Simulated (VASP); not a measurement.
A run of VASP 6.6.1:

Contents of INCAR:

```
SYSTEM = Ti2O
ALGO = Normal
EDIFF = 1E-8
ENCUT = 520
GGA = CA
IBRION = 8
ISIF = 2
ISMEAR = -1
LASPH = .TRUE.
LCHARG = .FALSE.
LREAL = .FALSE.
LWAVE = .FALSE.
NELM = 80
NSW = 1
PREC = Accurate
SIGMA = 0.15
```

KPOINTS

```
k-points
0
G
  18 18 10
  0 0 0
```

The input POSCAR:

```
Ti2O
1.0
    2.9018926332      0.0000000000      0.0000000000
   -1.4509463166      2.5131127394      0.0000000000
    0.0000000000      0.0000000000      4.6359126801
Ti O
2 1
Direct
    0.6666666667      0.3333333333      0.2616695888
    0.3333333333      0.6666666667      0.7383304112
    0.0000000000      0.0000000000      0.0000000000
```

Potentials or basis: VASP PAW LDA potentials, release 64 (Ti_sv, O).

Launch:

```console
$ cat potpaw_LDA.64/Ti_sv/POTCAR potpaw_LDA.64/O/POTCAR > POTCAR
$ mpirun -np 1 vasp_std > vasp.out
```

Hardware: 1 thread of Oxide Virtual Turin-like Processor (shared host).

Problem. Estimate the wall time of this run.

Solution. It took 120 min on 1 thread of Oxide Virtual Turin-like Processor, with other jobs on the host, peak memory 1.9 GiB. Counts: scf iterations 119, k points 330.
